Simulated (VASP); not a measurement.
# ZnGa2O2 (P6/mmm) in VASP: relaxation of cell and atoms with PBE

Aim: the relaxation of cell and atoms of ZnGa2O2 with PBE.

Program: VASP 6.6.1. These are calculated values, not measurements. Logs are shortened: lines on timing, memory, paths and dates and some standing lists are left out, and cuts for length are marked.

## 1. The cell of the first run

The structure is hexagonal, space group P6/mmm (No. 191). Conventional cell: a = 4.289 Å, b = 4.289 Å, c = 6.224 Å, α = 90.00°, β = 90.00°, γ = 120.00°. Within 2.3 Å of Zn (site symmetry 6/mmm) lie 2 O at 1.77 Å. Within 3.3 Å of Ga (site symmetry -6m2) lie 3 Ga at 2.48 Å and 6 O at 2.82 Å. O (site symmetry 6mm) has 1 Zn at 1.77 Å within 2.3 Å.

## 2. Relaxation of cell and atoms, PBE

Contents of INCAR:

```
SYSTEM = ZnGa2O2
PREC = Accurate ; ENCUT = 600
EDIFF = 1E-6 ; ISMEAR = 0
SIGMA = 0.1 ; LREAL = .False.
LASPH = .True. ; NELM = 80
ALGO = Normal ; ISIF = 3
LWAVE = .False. ; LCHARG = .False.
GGA = PE ; IBRION = 2
NSW = 100 ; EDIFFG = -0.01
```

Contents of KPOINTS:

```
Automatic mesh
0
Gamma
  12 12 6
  0 0 0
```

Contents of POSCAR:

```
ZnGa2O2
1.0
    4.2886905668      0.0000000000      0.0000000000
   -2.1443452834      3.7141149798      0.0000000000
    0.0000000000      0.0000000000      6.2239771264
Zn Ga O
1 2 2
Direct
    0.0000000000      0.0000000000      0.0000000000
    0.3333333333      0.6666666667      0.5000000000
    0.6666666667      0.3333333333      0.5000000000
    0.0000000000      0.0000000000      0.7157867339
    0.0000000000      0.0000000000      0.2842132661
```

Potentials or basis: VASP PAW PBE potentials, release 64 (Zn, Ga_d, O).

The run is started by

```
cat potpaw_PBE.64/Zn/POTCAR potpaw_PBE.64/Ga_d/POTCAR potpaw_PBE.64/O/POTCAR > POTCAR
mpirun -np 1 vasp_std > vasp.out
```

OUTCAR:

```text
SYSTEM = ZnGa2O2
   PREC = Accurate
   ENCUT = 600
   EDIFF = 1E-6
   ISMEAR = 0
   LREAL = .False.
   LASPH = .True.
   NELM = 80
   ISIF = 3
   GGA = PE
   IBRION = 2
   NSW = 100
   EDIFFG = -0.01

 ion  position               nearest neighbor table
   1  0.000  0.000  0.000-   4 1.77   5 1.77
   2  0.333  0.667  0.500-   3 2.48   3 2.48   3 2.48
   3  0.667  0.333  0.500-   2 2.48   2 2.48   2 2.48
   4  0.000  0.000  0.716-   1 1.77
   5  0.000  0.000  0.284-   1 1.77

  LATTYP: Found a hexagonal cell.
 ALAT       =     4.2886905668
 C/A-ratio  =     1.4512534839

  Lattice vectors:

 A1 = (   4.2886905668,   0.0000000000,   0.0000000000)
 A2 = (  -2.1443452834,   3.7141149798,   0.0000000000)
 A3 = (   0.0000000000,   0.0000000000,   6.2239771264)

Analysis of symmetry for initial positions (statically):
=====================================================================
 Subroutine PRICEL returns:
 Original cell was already a primitive cell.

 Routine SETGRP: Setting up the symmetry group for a
 hexagonal supercell.

 Subroutine GETGRP returns: Found 24 space group operations
 (whereof 24 operations were pure point group operations)
 out of a pool of 24 trial point group operations.

The static configuration has the point symmetry D_6h.

Analysis of symmetry for dynamics (positions and initial velocities):
=====================================================================
 Subroutine PRICEL returns:
 Original cell was already a primitive cell.

 Routine SETGRP: Setting up the symmetry group for a
 hexagonal supercell.

 Subroutine GETGRP returns: Found 24 space group operations
 (whereof 24 operations were pure point group operations)
 out of a pool of 24 trial point group operations.

The dynamic configuration has the point symmetry D_6h.

 Subroutine INISYM returns: Found 24 space group operations
 (whereof 24 operations are pure point group operations),
 and found     1 'primitive' translations

----------------------------------------------------------------------------------------

                                     Primitive cell

  volume of cell :      99.1398

  direct lattice vectors                    reciprocal lattice vectors
     4.288690567  0.000000000  0.000000000     0.233171404  0.134621573  0.000000000
    -2.144345283  3.714114980  0.000000000     0.000000000  0.269243146  0.000000000
     0.000000000  0.000000000  6.223977126     0.000000000  0.000000000  0.160668971

  length of vectors
     4.288690567  4.288690567  6.223977126     0.269243146  0.269243146  0.160668971

  position of ions in fractional coordinates (direct lattice)
     0.000000000  0.000000000  0.000000000
     0.333333333  0.666666667  0.500000000
     0.666666667  0.333333333  0.500000000
     0.000000000  0.000000000  0.715786734
     0.000000000  0.000000000  0.284213266

  ion indices of the primitive-cell ions
   primitive index   ion index
                 1           1
                 2           2
                 3           3
                 4           4
                 5           5

----------------------------------------------------------------------------------------

 KPOINTS: Automatic mesh

Automatic generation of k-mesh.
 Grid dimensions read from file:
 generate k-points for:   12   12    6

 Generating k-lattice:

  Cartesian coordinates                     Fractional coordinates (reciprocal lattice)
     0.019430950  0.011218464  0.000000000     0.083333333  0.000000000  0.000000000
     0.000000000  0.022436929  0.000000000     0.000000000  0.083333333  0.000000000
     0.000000000  0.000000000  0.026778162     0.000000000  0.000000000  0.166666667

  Length of vectors
     0.022436929  0.022436929  0.026778162

  Shift w.r.t. Gamma in fractional coordinates (k-lattice)
     0.000000000  0.000000000  0.000000000

 Subroutine IBZKPT returns following result:
 ===========================================

 Found     76 irreducible k-points:

 Following reciprocal coordinates:
            Coordinates               Weight
  0.000000  0.000000  0.000000      1.000000
  0.083333  0.000000  0.000000      6.000000
  0.166667  0.000000  0.000000      6.000000
  0.250000  0.000000  0.000000      6.000000
  0.333333  0.000000  0.000000      6.000000
  0.416667  0.000000  0.000000      6.000000
[... 16 lines left out ...]
  0.250000  0.000000  0.166667     12.000000
  0.333333  0.000000  0.166667     12.000000
 [... further k-points ...]
   k-points           NKPTS =     76   k-points in BZ     NKDIM =     76   number of bands    NBANDS=     30
   number of dos      NEDOS =    301   number of ions     NIONS =      5
   total plane-waves  NPLWV =  64800
   dimension x,y,z NGX =    36 NGY =   36 NGZ =   50
   dimension x,y,z NGXF=    72 NGYF=   72 NGZF=  100
   ions per type =               1   2   2
   NGX,Y,Z   is equivalent  to a cutoff of  13.95, 13.95, 13.36 a.u.
   NGXF,Y,Z  is equivalent  to a cutoff of  27.91, 27.91, 26.71 a.u.
 SYSTEM =  ZnGa2O2
   PREC   = accura    normal or accurate (medium, high low for compatibility)
   ISTART =      0    job   : 0-new  1-cont  2-samecut
   ICHARG =      2    charge: 1-file 2-atom 10-const
   ISPIN  =      1    spin polarized calculation?
   LNONCOLLINEAR =      F non collinear calculations
   LSORBIT =      F    spin-orbit coupling
   LASPH  =      T    aspherical Exc in radial PAW
   ENCUT  =  600.0 eV  44.10 Ry    6.64 a.u.   8.57  8.57 12.43*2*pi/ulx,y,z
   NELM   =     80;   NELMIN=  2; NELMDL= -5     # of ELM steps
   EDIFF  = 0.1E-05   stopping-criterion for ELM
   LREAL  =      F    real-space projection
   EDIFFG = -.1E-01   stopping-criterion for IOM
   NSW    =    100    number of steps for IOM
   IBRION =      2    ionic relax: 0-MD 1-quasi-New 2-CG
   NFREE  =      1    steps in history (QN), initial steepest desc. (CG)
   ISIF   =      3    stress and relaxation
   ISYM   =      2    0-nonsym 1-usesym 2-fastsym
   POTIM  = 0.5000    time-step for ionic-motion
   TEBEG  =    0.0;   TEEND  =   0.0 temperature during run
   PSTRESS=    0.0 pullay stress
   NELECT =      50.0000    total number of electrons
   NUPDOWN=      -1.0000    fix difference up-down
   EMIN   =  10.00;   EMAX   =-10.00  energy-range for DOS
   EFERMI =   0.00;   METHOD = LEGACY
   ISMEAR =     0;   SIGMA  =   0.10  broadening in eV -4-tet -1-fermi 0-gaus
   EFERMI_NEDOS =   21; number of points for ismear=-14 and -15
   IALGO  =     38    algorithm
   IMIX   =      4    mixing-type and parameters
     AMIX     =   0.40;   BMIX     =  1.00
     AMIX_MAG =   1.60;   BMIX_MAG =  1.00
  volume/ion in A,a.u.               =      19.83       133.81
  Fermi-wavevector in a.u.,A,eV,Ry     =   1.303113  2.462527 23.104108  1.698104
  Thomas-Fermi vector in A             =   2.434137
   LORBIT       =      0    0 simple, 1 ext, 2 COOP (PROOUT), +10 PAW based schemes
   GGA     = PE    functional components
   LHFCALC =     F    Hartree Fock is set to
   AEXX    =    0.0000 exact exchange contribution
   IVDW    =     0    specifies the selected vdW correction
   LEPSILON=     F    determine dielectric tensor
   LRPA    =     F    only Hartree local field effects (RPA)
 conjugate gradient relaxation of ions
 non-spin polarized calculation
 Gauss-broadening in eV      SIGMA  =   0.10
  energy-cutoff  :      600.00
  volume of cell :       99.14
 maximum number of plane-waves:      3331
 NGX is ok and might be reduce to    36
   NGX = 17   NGY = 17   NGZ = 25

--------------------------------------- Ionic step        1  -------------------------------------------

 number of electron      50.0000002 magnetization

 Free energy of the ion-electron system (eV)
  ---------------------------------------------------
  ext. energy  EPLUGINS =         0.00000000
  ---------------------------------------------------
  free energy    TOTEN  =       -18.46635728 eV

  energy without entropy =      -18.46267688  energy(sigma->0) =      -18.46451708

------------------------ aborting loop because EDIFF is reached ----------------------------------------

  FORCE on cell =-STRESS in cart. coord.  units (eV):
  Direction    XX          YY          ZZ          XY          YZ          ZX
  --------------------------------------------------------------------------------------
  -------------------------------------------------------------------------------------
  Total       -0.1276868     -0.1276868      0.7773735      0.0000000     -0.0000000      0.0000000
  in kB       -2.0635195     -2.0635195     12.5629680      0.0000000     -0.0000000      0.0000000
  external PRESSURE =       2.8119763 kB  Pullay stress =       0.0000000 kB
[... 141 lines left out ...]
  energy  without entropy=      -18.4650604420  energy(sigma->0) =      -18.46689420

--------------------------------------- Ionic step        5  -------------------------------------------

 number of electron      50.0000006 magnetization

 Free energy of the ion-electron system (eV)
  ---------------------------------------------------
  ext. energy  EPLUGINS =         0.00000000
  ---------------------------------------------------
  free energy    TOTEN  =       -18.46884518 eV

  energy without entropy =      -18.46518795  energy(sigma->0) =      -18.46701657

 E-fermi :   1.6698     XC(G=0):  -8.8897

 val. band max:        1.5750152211   @ k =   0.0000   0.0000   0.1667
 cond. band min:       1.6789719330   @ k =   0.3333   0.3333   0.1667
 fundamental gap:      0.1039567118
 Fermi energy:         1.6697851236

 k-point     1 :       0.0000    0.0000    0.0000
  band No.  band energies     occupation
      1     -16.1805      2.00000
      2     -15.4690      2.00000
      3     -13.6118      2.00000
      4     -13.5047      2.00000
      5     -13.5047      2.00000
      6     -13.4907      2.00000
[... 781 lines left out ...]
     29       5.7019      0.00000
     30       6.5323      0.00000

 [... further k-points ...]

------------------------ aborting loop because EDIFF is reached ----------------------------------------

  FORCE on cell =-STRESS in cart. coord.  units (eV):
  Direction    XX          YY          ZZ          XY          YZ          ZX
  --------------------------------------------------------------------------------------
  -------------------------------------------------------------------------------------
  Total       -0.0211603     -0.0211603     -0.0081784     -0.0000000      0.0000000      0.0000000
  in kB       -0.3418177     -0.3418177     -0.1321125     -0.0000000      0.0000000      0.0000000
  external PRESSURE =      -0.2719160 kB  Pullay stress =       0.0000000 kB
[... 20 lines left out ...]
  FREE ENERGIE OF THE ION-ELECTRON SYSTEM (eV)
  ---------------------------------------------------
  free  energy   TOTEN  =       -18.4688451771 eV

  energy  without entropy=      -18.4651879538  energy(sigma->0) =      -18.46701657

 reached required accuracy - stopping structural energy minimisation
```

It took 24 min on 1 thread of Oxide Virtual Turin-like, shared host; peak memory 0.4 GiB.

What came out:

```yaml
Free_energy: -18.4688 eV
Relaxed_volume: 19.84 Å³/atom
Relaxed_cell: a = 4.282 Å, b = 4.282 Å, c = 6.245 Å, α = 90.00°, β = 90.00°, γ = 120.00°
Space_group_after_relaxing_to_0.05_Å: P6/mmm (No. 191)
Energy_gained_by_relaxing: 0.5 meV/atom
Ionic_steps: 5
Pressure_after_relaxing: 0.0 GPa
Largest_force_after_relaxing: 0.008 eV/Å
Band_gap_on_the_k_mesh: zero (band 25 reaches 1.76 eV, above the bottom of band 26 at 1.49 eV)
```

Forces in eV/Å, atoms in the order of the input:
```
Zn   0.000  0.000  0.000
Ga   0.000  0.000  0.000
Ga   0.000  0.000  0.000
O    0.000  0.000  0.008
O    0.000  0.000 -0.008
```

The path:
```tsv
step	energy change (eV)	largest force (eV/Å)	pressure (GPa)	volume (Å³)
1	0.0000	0.2170	0.28	99.14
2	0.0011	0.2545	-0.58	99.64
3	-0.0024	0.0028	-0.09	99.36
4	-0.0024	0.0059	-0.12	99.37
5	-0.0025	0.0083	-0.03	99.18
```

Final structure:
```yaml
crystal:
  lattice:
    - [4.28242, 0.00000, 0.00000]
    - [-2.14121, 3.70869, 0.00000]
    - [0.00000, 0.00000, 6.24493]
  atoms:
    - { symbol: Zn, position: [0.00000, 0.00000, 0.00000] }
    - { symbol: Ga, position: [0.33333, 0.66667, 0.50000] }
    - { symbol: Ga, position: [0.66667, 0.33333, 0.50000] }
    - { symbol: O, position: [0.00000, 0.00000, 0.71501] }
    - { symbol: O, position: [0.00000, 0.00000, 0.28499] }
```

Levels at points of the mesh, in eV from the Fermi level:
| k point | band 22 | band 23 | band 24 | band 25 | band 26 | band 27 | band 28 | band 29 |
| --- | --- | --- | --- | --- | --- | --- | --- | --- |
| (0.00, 0.00, 0.00) | -2.46 | -1.69 | -1.69 | 0.09 | 0.95 | 0.95 | 1.56 | 2.20 |
| (0.50, 0.00, 0.00) | -2.68 | -2.36 | -1.79 | -1.46 | 1.40 | 2.65 | 3.08 | 3.25 |
| (0.00, 0.00, 0.50) | -2.35 | -2.27 | -2.27 | -0.38 | 0.97 | 0.97 | 1.59 | 3.87 |
| (0.50, 0.00, 0.50) | -3.10 | -2.92 | -2.49 | -0.70 | 1.64 | 2.33 | 2.47 | 4.21 |
